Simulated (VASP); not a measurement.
A run of VASP 6.6.1:

File INCAR:

```
PREC = Accurate
ENCUT = 500
EDIFF = 1E-6
ISMEAR = 0
SIGMA = 0.05
LREAL = F
LASPH = T
NELM = 120
ALGO = Normal
ISIF = 2
LWAVE = F
LCHARG = F
GGA = PE
NBANDS = 30
GGA_COMPAT = F
```

The input KPOINTS:

```
regular mesh
0
Gamma
  4 4 4
```

The input POSCAR:

```
ZrSnTe3
1.0
    5.6021533097      0.0000000000      0.0000000000
    0.0000000000      5.6021533097      0.0000000000
    0.0000000000      0.0000000000      5.6021533097
Sn Zr Te
1 1 3
Direct
    0.0000000000      0.0000000000      0.0000000000
    0.5000000000      0.5000000000      0.5000000000
    0.5000000000      0.5000000000      0.0000000000
    0.5000000000      0.0000000000      0.5000000000
    0.0000000000      0.5000000000      0.5000000000
```

Potentials or basis: VASP PAW PBE potentials, release 64 (Sn_d, Zr_sv, Te).

The run is started by

```sh
$ cat potpaw_PBE.64/Sn_d/POTCAR potpaw_PBE.64/Zr_sv/POTCAR potpaw_PBE.64/Te/POTCAR > POTCAR
$ mpirun -np 1 vasp_std > vasp.out
```

Hardware: 1 thread of Intel(R) Xeon(R) Platinum 8559C (Emerald Rapids), with other jobs on the host.

**Question.** Estimate the wall time of this run.

**Answer.** It took 63 s on 1 thread of Intel(R) Xeon(R) Platinum 8559C (Emerald Rapids), with other jobs on the host, peak memory 0.28 GiB. Counts: scf iterations 17, k points 10.
